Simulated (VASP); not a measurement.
A run of VASP 6.6.1:

File INCAR:

```
ALGO     = Fast           # electronic algorithm
EDIFF    = 1E-6           # SCF threshold, eV
ENCUT    = 520            # plane-wave cutoff, eV
ISIF     = 2              # what is computed and relaxed
ISMEAR   = 0              # smearing method
LASPH    = T              # aspherical terms in the spheres
LCHARG   = T              # write CHGCAR
LELF     = T              # ELF
LREAL    = F              # projectors in reciprocal space
LVHAR    = T            
LWAVE    = F              # write WAVECAR
NBANDS   = 17             # bands
NELM     = 100            # most SCF steps
PREC     = Accurate       # precision mode
SIGMA    = 0.15           # smearing width, eV
```

The input KPOINTS:

```
k-points
0
Gamma
  12 12 8
```

File POSCAR:

```
Sr
1.0
    4.2940391435      0.0000000000      0.0000000000
   -2.1470195718      3.5528298300      0.0000000000
    0.0000000000      0.0000000000      6.7154259278
Sr
2
Direct
    0.2195721696      0.6666666667      0.2500000000
    0.7804278304      0.3333333333      0.7500000000
```

Potentials or basis: VASP PAW LDA potentials, release 64 (Sr_sv).

The run is started by

```sh
$ cat potpaw_LDA.64/Sr_sv/POTCAR > POTCAR
$ mpirun -np 1 vasp_std > vasp.out
```

Hardware: 1 thread of AMD EPYC 9R45 96-Core Processor (Zen 5), with other jobs on the host.

Question: How long does it take, and how much memory?

Answer: Wall time 5.5 min on 1 thread of AMD EPYC 9R45 96-Core Processor (Zen 5), with other jobs on the host, peak memory 0.57 GiB. Counts: scf iterations 13, k points 370.
